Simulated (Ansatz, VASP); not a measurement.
**SnSe2: VASP beside Ansatz**

The input INCAR:

```
SYSTEM = SnSe2
PREC = Accurate ; ENCUT = 520
EDIFF = 1E-6 ; ISMEAR = 0
SIGMA = 0.05 ; LREAL = .False.
LASPH = .True. ; NELM = 100
ALGO = Normal ; ISIF = 2
LWAVE = .False. ; LCHARG = .True.
GGA = PE ; IVDW = 12
LELF = .True. ; LVHAR = .True.
NBANDS = 35
```

File KPOINTS:

```
Automatic mesh
0
Gamma
  8 8 3
  0 0 0
```

POSCAR

```
SnSe2
1.0
   -3.8109987816      0.0000000000      0.0000000000
   -1.9054993908     -3.3004217586      0.0000000000
    0.0000000000      0.0000000000     12.2740000000
Sn Se
2 4
Direct
    0.0000000000      0.0000000000      0.0000000000
    0.0000000000      0.0000000000      0.5000000000
    0.3333333333      0.3333333333      0.1250000000
    0.3333333333      0.3333333333      0.6250000000
    0.6666666667      0.6666666667      0.3750000000
    0.6666666667      0.6666666667      0.8750000000
```

Input for Ansatz:

```yaml
crystal:
  lattice:
    - [-3.8109987816, 0.0, 0.0]
    - [-1.9054993908, -3.3004217586, 0.0]
    - [0.0, 0.0, 12.274]
  atoms:
    - { symbol: Sn, position: [0.0, 0.0, 0.0] }
    - { symbol: Sn, position: [0.0, 0.0, 0.5] }
    - { symbol: Se, position: [0.3333333333, 0.3333333333, 0.125] }
    - { symbol: Se, position: [0.3333333333, 0.3333333333, 0.625] }
    - { symbol: Se, position: [0.6666666667, 0.6666666667, 0.375] }
    - { symbol: Se, position: [0.6666666667, 0.6666666667, 0.875] }
basis:
  ecutwfc: 420
kpoints:
  mp_grid: { grid: [8, 8, 3] }
hamiltonian:
  xc: pbe
  dispersion: d3bj
scf:
  occupations: { method: gaussian, width: 0.05 }
output:
  forces: true
  stress: true
  eigenvalues: true
```

Alike in both runs: task single point; functional PBE; dispersion D3(BJ); k mesh 8 × 8 × 3; occupations gaussian, width 0.05 eV; no spin polarisation.

|  | VASP | Ansatz |
| --- | --- | --- |
| version | VASP 6.6.1 | Ansatz 0.2.0 |
| potentials or method | VASP PAW PBE potentials, release 64 (Sn_d, Se), cutoff 520 eV | scalar-relativistic, plane waves, PAW |
| valence electrons in the cell | 52 | 92 |

|  | VASP | Ansatz | Ansatz less VASP |
| --- | --- | --- | --- |
| gap on the k mesh at the Fermi level (eV) | 0.75 | 0.76 | +0.006 |
| least direct gap on the mesh (eV) | 1.09 | 1.11 | +0.011 |
| pressure (GPa) | 3.0 | 3.0 | -0.08 |
| traceless stress, the component that is largest in VASP (GPa) | 0.87 | 0.87 | -0.003 |
| rms of the force components (eV/Å) | 0.352 | 0.344 | -0.0077 |

Atom by atom the forces differ by 0.008 eV/Å (rms over components). VASP's potentials hold 52 valence electrons a cell and Ansatz's 92, so a difference there can come from the potentials and not from the codes.
